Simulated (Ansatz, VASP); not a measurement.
N in VASP and in Ansatz

```xyz
1
Lattice="1.8288 0.0000 0.0000 0.0000 1.8288 0.0000 0.0000 0.0000 1.8288" Properties=species:S:1:pos:R:3 pbc="T T T"
N     0.0000    0.0000    0.0000
```

Alike in both runs: functional PBEsol; k mesh 22 × 22 × 22; occupations gaussian, width 0.1 eV; no spin polarisation.

Ansatz relaxed the structure, and its values are those at the end. VASP's run is a single point on that final structure, the one shown.

|  | VASP | Ansatz |
| --- | --- | --- |
| version | VASP 6.6.1 | Ansatz 0.2.0 |
| potentials or method | VASP PAW PBE potentials, release 64 (N), cutoff 520 eV | scalar-relativistic, plane waves, PAW |
| valence electrons in the cell | 5 | 5 |

```tsv
	VASP	Ansatz	Ansatz less VASP
gap on the k mesh at the Fermi level (eV)	none	none	-
pressure (GPa)	-0.3	0.0	+0.27
```

VASP's potentials were made for PBE, not for PBEsol. A gap of «none» marks a metal or a gap that the smearing closes. With one functional, cell and mesh, what is left measures potentials, basis and numerics.
